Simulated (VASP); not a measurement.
# Hf (Im-3m) in VASP: further runs

Runs on Hf. Level: PBE. Tasks: relaxation of cell and atoms.

Everything below comes from runs of VASP 6.6.1. Logs are shortened: lines on timing, memory, paths and dates and some standing lists are left out, and cuts for length are marked.

### 1 The cell of the first run

Symmetry: Im-3m, No. 229, cubic system. The conventional cell has a = 2.794 Å, b = 2.794 Å, c = 2.794 Å, α = 90.00°, β = 90.00°, γ = 90.00°. Within 3.2 Å of Hf (site symmetry m-3m) lie 14 Hf at 2.42 to 2.79 Å.

### 2 Relaxation of cell and atoms, PBE, target pressure 250 GPa, at which the enthalpy is minimised

Contents of INCAR:

```
PREC = Accurate ; ENCUT = 600
EDIFF = 1E-7 ; ISMEAR = -1
SIGMA = 0.1 ; LREAL = False
LASPH = True ; NELM = 60
ALGO = Normal ; ISIF = 3
LWAVE = False ; LCHARG = False
GGA = PE ; IBRION = 2
NSW = 32 ; EDIFFG = -0.005
PSTRESS = 2500.0
```

Contents of KPOINTS:

```
regular mesh
0
Gamma
  19 19 19
```

Contents of POSCAR:

```
Hf
1.0
   -1.3969316062      1.3969316062      1.3969316062
    1.3969316062     -1.3969316062      1.3969316062
    1.3969316062      1.3969316062     -1.3969316062
Hf
1
Direct
    0.0000000000      0.0000000000      0.0000000000
```

Potentials or basis: VASP PAW PBE potentials, release 64 (Hf_pv).

On the command line:

```bash
> cat potpaw_PBE.64/Hf_pv/POTCAR > POTCAR
> mpirun -np 1 vasp_std > vasp.out
```

OUTCAR:

```text
PREC = Accurate
   ENCUT = 600
   EDIFF = 1E-7
   ISMEAR = -1
   LREAL = False
   LASPH = True
   NELM = 60
   ISIF = 3
   GGA = PE
   IBRION = 2
   NSW = 32
   EDIFFG = -0.005
   PSTRESS = 2500.0

 ion  position               nearest neighbor table
   1  0.000  0.000  0.000-

  LATTYP: Found a body centered cubic cell.
 ALAT       =     2.7938632124

  Lattice vectors:

 A1 = (  -1.3969316062,   1.3969316062,   1.3969316062)
 A2 = (   1.3969316062,  -1.3969316062,   1.3969316062)
 A3 = (   1.3969316062,   1.3969316062,  -1.3969316062)

Analysis of symmetry for initial positions (statically):
=====================================================================
 Subroutine PRICEL returns:
 Original cell was already a primitive cell.

 Routine SETGRP: Setting up the symmetry group for a
 body centered cubic supercell.

 Subroutine GETGRP returns: Found 48 space group operations
 (whereof 48 operations were pure point group operations)
 out of a pool of 48 trial point group operations.

The static configuration has the point symmetry O_h .

Analysis of symmetry for dynamics (positions and initial velocities):
=====================================================================
 Subroutine PRICEL returns:
 Original cell was already a primitive cell.

 Routine SETGRP: Setting up the symmetry group for a
 body centered cubic supercell.

 Subroutine GETGRP returns: Found 48 space group operations
 (whereof 48 operations were pure point group operations)
 out of a pool of 48 trial point group operations.

The dynamic configuration has the point symmetry O_h .

 Subroutine INISYM returns: Found 48 space group operations
 (whereof 48 operations are pure point group operations),
 and found     1 'primitive' translations

----------------------------------------------------------------------------------------

                                     Primitive cell

  volume of cell :      10.9040

  direct lattice vectors                    reciprocal lattice vectors
    -1.396931606  1.396931606  1.396931606     0.000000000  0.357927330  0.357927330
     1.396931606 -1.396931606  1.396931606     0.357927330  0.000000000  0.357927330
     1.396931606  1.396931606 -1.396931606     0.357927330  0.357927330  0.000000000

  length of vectors
     2.419556517  2.419556517  2.419556517     0.506185684  0.506185684  0.506185684

  position of ions in fractional coordinates (direct lattice)
     0.000000000  0.000000000  0.000000000

  ion indices of the primitive-cell ions
   primitive index   ion index
                 1           1

----------------------------------------------------------------------------------------

 KPOINTS: regular mesh

Automatic generation of k-mesh.
 Grid dimensions read from file:
 generate k-points for:   19   19   19

 Generating k-lattice:

  Cartesian coordinates                     Fractional coordinates (reciprocal lattice)
     0.000000000  0.018838281  0.018838281     0.052631579  0.000000000  0.000000000
     0.018838281  0.000000000  0.018838281     0.000000000  0.052631579  0.000000000
     0.018838281  0.018838281  0.000000000     0.000000000  0.000000000  0.052631579

  Length of vectors
     0.026641352  0.026641352  0.026641352

  Shift w.r.t. Gamma in fractional coordinates (k-lattice)
     0.000000000  0.000000000  0.000000000

 Subroutine IBZKPT returns following result:
 ===========================================

 Found    220 irreducible k-points:

 Following reciprocal coordinates:
            Coordinates               Weight
  0.000000  0.000000  0.000000      1.000000
  0.052632  0.000000  0.000000     12.000000
  0.105263  0.000000  0.000000     12.000000
  0.157895  0.000000  0.000000     12.000000
  0.210526  0.000000  0.000000     12.000000
  0.263158  0.000000  0.000000     12.000000
[... 16 lines left out ...]
  0.263158  0.105263 -0.000000     48.000000
  0.315789  0.105263  0.000000     48.000000
 [... further k-points ...]
   k-points           NKPTS =    220   k-points in BZ     NKDIM =    220   number of bands    NBANDS=      9
   number of dos      NEDOS =    301   number of ions     NIONS =      1
   total plane-waves  NPLWV =   8000
   dimension x,y,z NGX =    20 NGY =   20 NGZ =   20
   dimension x,y,z NGXF=    40 NGYF=   40 NGZF=   40
   ions per type =               1
   NGX,Y,Z   is equivalent  to a cutoff of  13.74, 13.74, 13.74 a.u.
   NGXF,Y,Z  is equivalent  to a cutoff of  27.48, 27.48, 27.48 a.u.
 SYSTEM =  unknown system
   PREC   = accura    normal or accurate (medium, high low for compatibility)
   ISTART =      0    job   : 0-new  1-cont  2-samecut
   ICHARG =      2    charge: 1-file 2-atom 10-const
   ISPIN  =      1    spin polarized calculation?
   LNONCOLLINEAR =      F non collinear calculations
   LSORBIT =      F    spin-orbit coupling
   LASPH  =      T    aspherical Exc in radial PAW
   ENCUT  =  600.0 eV  44.10 Ry    6.64 a.u.   4.83  4.83  4.83*2*pi/ulx,y,z
   NELM   =     60;   NELMIN=  2; NELMDL= -5     # of ELM steps
   EDIFF  = 0.1E-06   stopping-criterion for ELM
   LREAL  =      F    real-space projection
   EDIFFG = -.5E-02   stopping-criterion for IOM
   NSW    =     32    number of steps for IOM
   IBRION =      2    ionic relax: 0-MD 1-quasi-New 2-CG
   NFREE  =      1    steps in history (QN), initial steepest desc. (CG)
   ISIF   =      3    stress and relaxation
   ISYM   =      2    0-nonsym 1-usesym 2-fastsym
   POTIM  = 0.5000    time-step for ionic-motion
   TEBEG  =    0.0;   TEEND  =   0.0 temperature during run
   PSTRESS= 2500.0 pullay stress
   NELECT =      10.0000    total number of electrons
   NUPDOWN=      -1.0000    fix difference up-down
   EMIN   =  10.00;   EMAX   =-10.00  energy-range for DOS
   EFERMI =   0.00;   METHOD = LEGACY
   ISMEAR =    -1;   SIGMA  =   0.10  broadening in eV -4-tet -1-fermi 0-gaus
   EFERMI_NEDOS =   21; number of points for ismear=-14 and -15
   IALGO  =     38    algorithm
   IMIX   =      4    mixing-type and parameters
     AMIX     =   0.40;   BMIX     =  1.00
     AMIX_MAG =   1.60;   BMIX_MAG =  1.00
  volume/ion in A,a.u.               =      10.90        73.58
  Fermi-wavevector in a.u.,A,eV,Ry     =   1.590546  3.005697 34.420536  2.529838
  Thomas-Fermi vector in A             =   2.689225
   LORBIT       =      0    0 simple, 1 ext, 2 COOP (PROOUT), +10 PAW based schemes
   GGA     = PE    functional components
   LHFCALC =     F    Hartree Fock is set to
   AEXX    =    0.0000 exact exchange contribution
   IVDW    =     0    specifies the selected vdW correction
   LEPSILON=     F    determine dielectric tensor
   LRPA    =     F    only Hartree local field effects (RPA)
 conjugate gradient relaxation of ions
 non-spin polarized calculation
  energy-cutoff  :      600.00
  volume of cell :       10.90
 maximum number of plane-waves:       374
   NGX =  9   NGY =  9   NGZ =  9

--------------------------------------- Ionic step        1  -------------------------------------------

 number of electron      10.0000000 magnetization

 number of electron       9.9999998 magnetization

 Free energy of the ion-electron system (eV)
  ---------------------------------------------------
  ext. energy  EPLUGINS =         0.00000000
  ---------------------------------------------------
  free energy    TOTEN  =        -4.83817205 eV

  energy without entropy =       -4.82597348  energy(sigma->0) =       -4.83207277

------------------------ aborting loop because EDIFF is reached ----------------------------------------

  FORCE on cell =-STRESS in cart. coord.  units (eV):
  Direction    XX          YY          ZZ          XY          YZ          ZX
  --------------------------------------------------------------------------------------
  -------------------------------------------------------------------------------------
  Total       16.7897629     16.7897629     16.7897629     -0.0000000     -0.0000000      0.0000000
  in kB     2467.0032559   2467.0032559   2467.0032559     -0.0000000     -0.0000000      0.0000000
  external PRESSURE =     -32.9967441 kB  Pullay stress =    2500.0000000 kB
[... 59 lines left out ...]
  enthalpy is  TOTEN    =        12.2001353932 eV   P V=       16.4673142637

--------------------------------------- Ionic step        3  -------------------------------------------

 number of electron       9.9999998 magnetization

 Free energy of the ion-electron system (eV)
  ---------------------------------------------------
  ext. energy  EPLUGINS =         0.00000000
  ---------------------------------------------------
  free energy    TOTEN  =        -4.77399491 eV

  energy without entropy =       -4.76176449  energy(sigma->0) =       -4.76787970

 E-fermi :  10.7890     XC(G=0): -15.0640

 val. band max:       10.7301200020   @ k =   0.1579   0.1579   0.0000
 cond. band min:      10.8066179189   @ k =  -0.4737  -0.4737   0.1579
 fundamental gap:      0.0764979168
 Fermi energy:        10.7889860729

 k-point     1 :       0.0000    0.0000    0.0000
  band No.  band energies     occupation
      1     -16.1479      2.00000
      2     -16.1479      2.00000
      3     -16.1479      2.00000
      4       3.0880      2.00000
      5      12.2842      0.00000
      6      12.2842      0.00000
      7      12.2842      0.00000
      8      17.6839      0.00000
      9      17.6839      0.00000
[... 265 lines left out ...]
 k-point    24 :       0.3158    0.1053    0.0000
  band No.  band energies     occupation
      1     -21.5032      2.00000
      2     -17.9978      2.00000
      3     -16.5672      2.00000
      4       5.6560      2.00000
      5       8.5713      2.00000
      6      14.0855      0.00000
      7      17.9399      0.00000
      8      20.2206      0.00000
      9      24.0460      0.00000

 [... further k-points ...]
[... 5 lines left out ...]
  --------------------------------------------------------------------------------------
  -------------------------------------------------------------------------------------
  Total       16.9464003     16.9464003     16.9464003     -0.0000000     -0.0000000      0.0000000
  in kB     2499.5114032   2499.5114032   2499.5114032     -0.0000000     -0.0000000      0.0000000
  external PRESSURE =      -0.4885968 kB  Pullay stress =    2500.0000000 kB
[... 16 lines left out ...]
  FREE ENERGIE OF THE ION-ELECTRON SYSTEM (eV)
  ---------------------------------------------------
  free  energy   TOTEN  =        -4.7739949139 eV

  energy  without entropy=       -4.7617644918  energy(sigma->0) =       -4.76787970

  enthalpy is  TOTEN    =        12.1757179707 eV   P V=       16.9497128845

 reached required accuracy - stopping structural energy minimisation
```

Run time: 20 s. Hardware: 1 thread of Intel Xeon 6975P-C (Granite Rapids), shared host; peak memory 0.15 GiB.

What came out:

```
Free energy                                            : -4.7740 eV
Relaxed volume                                         : 10.86 Å³/atom
Relaxed cell                                           : a = 2.416 Å, b = 2.416 Å, c = 2.416 Å, α = 109.47°, β = 109.47°, γ = 109.47°
Space group after relaxing (to 0.05 Å)                 : Im-3m (No. 229)
Energy change on relaxing (the enthalpy is what falls) : +64.2 meV/atom
Ionic steps                                            : 3
Pressure after relaxing                                : 250.0 GPa
Band gap on the k mesh                                 : zero (band 5 reaches 12.28 eV, above the bottom of band 6 at 9.16 eV)
```

The path:
| step | energy change (eV) | largest force (eV/Å) | pressure (GPa) | volume (Å³) |
| --- | --- | --- | --- | --- |
| 1 | 0.0000 | 0.0000 | 246.70 | 10.90 |
| 2 | 0.5710 | 0.0000 | 275.86 | 10.55 |
| 3 | 0.0642 | 0.0000 | 249.95 | 10.86 |

Final structure:
```
Hf
1.0
    -1.39516    1.39516    1.39516
     1.39516   -1.39516    1.39516
     1.39516    1.39516   -1.39516
Hf
1
Cartesian
  0.0000 0.0000 0.0000
```

Levels at points of the mesh, in eV from the Fermi level:
```tsv
k point	band 1	band 2	band 3	band 4	band 5	band 6	band 7	band 8	band 9
(0.00, 0.00, 0.00)	-26.94	-26.94	-26.94	-7.70	1.50	1.50	1.50	6.89	6.89
```

Caveat: the cell is relaxed towards a set pressure, so the enthalpy falls and the energy may rise; spin-orbit coupling is left out, which moves the levels of the heavy elements.

### 3 Relaxation of cell and atoms, PBE, target pressure 250 GPa, at which the enthalpy is minimised

This run uses another cell than the first one, of 11.07 Å³/atom, 1.015 times its volume.

Contents of INCAR:

```
SYSTEM = Hf
ALGO = Normal
EDIFF = 1E-7
EDIFFG = -0.005
ENCUT = 600
GGA = PE
IBRION = 2
ISIF = 3
ISMEAR = -1
LASPH = .TRUE.
LCHARG = .FALSE.
LREAL = .FALSE.
LWAVE = .FALSE.
NELM = 100
NSW = 60
PREC = Accurate
PSTRESS = 2500.0
SIGMA = 0.1
```

Contents of KPOINTS:

```
k-points
0
G
  19 19 19
  0 0 0
```

Contents of POSCAR:

```
Hf
1.0
   -1.4038700808      1.4038700808      1.4038700808
    1.4038700808     -1.4038700808      1.4038700808
    1.4038700808      1.4038700808     -1.4038700808
Hf
1
Direct
    0.0000000000      0.0000000000      0.0000000000
```

Potentials or basis: VASP PAW PBE potentials, release 64 (Hf_pv).

On the command line:

```bash
> cat potpaw_PBE.64/Hf_pv/POTCAR > POTCAR
> mpirun -np 1 vasp_std > vasp.out
```

It took 38 s on 1 thread of Intel Xeon 6975P-C (Granite Rapids), shared host; peak memory 0.16 GiB.

It converged, with:

```
Free energy                                            : -4.7728 eV
Relaxed volume                                         : 10.86 Å³/atom
Relaxed cell                                           : a = 2.416 Å, b = 2.416 Å, c = 2.416 Å, α = 109.47°, β = 109.47°, γ = 109.47°
Space group after relaxing (to 0.05 Å)                 : Im-3m (No. 229)
Energy change on relaxing (the enthalpy is what falls) : +310.5 meV/atom
Ionic steps                                            : 7
Pressure after relaxing                                : 250.0 GPa
Band gap on the k mesh                                 : zero (band 5 reaches 12.29 eV, above the bottom of band 6 at 9.16 eV)
```

The path:
| step | energy change (eV) | largest force (eV/Å) | pressure (GPa) | volume (Å³) |
| --- | --- | --- | --- | --- |
| 1 | 0.0000 | 0.0000 | 234.30 | 11.07 |
| 2 | 3.1783 | 0.0000 | 401.23 | 9.42 |
| 3 | 0.2882 | 0.0000 | 248.88 | 10.88 |
| 4 | 0.3082 | 0.0000 | 249.89 | 10.86 |
| 5 | 0.3146 | 0.0000 | 250.22 | 10.86 |
| 6 | 0.2843 | 0.0000 | 248.70 | 10.88 |
| 7 | 0.3105 | 0.0000 | 250.01 | 10.86 |

Final structure:
```
Hf
1.0
    -1.39513    1.39513    1.39513
     1.39513   -1.39513    1.39513
     1.39513    1.39513   -1.39513
Hf
1
Direct
  0.00000 0.00000 0.00000
```

Levels at points of the mesh, in eV from the Fermi level:
```tsv
k point	band 2	band 3	band 4	band 5	band 6	band 7	band 8	band 9
(0.00, 0.00, 0.00)	-26.94	-26.94	-7.70	1.50	1.50	1.50	6.90	6.90
```

Caveat: the cell is relaxed towards a set pressure, so the enthalpy falls and the energy may rise; spin-orbit coupling is left out, which moves the levels of the heavy elements.
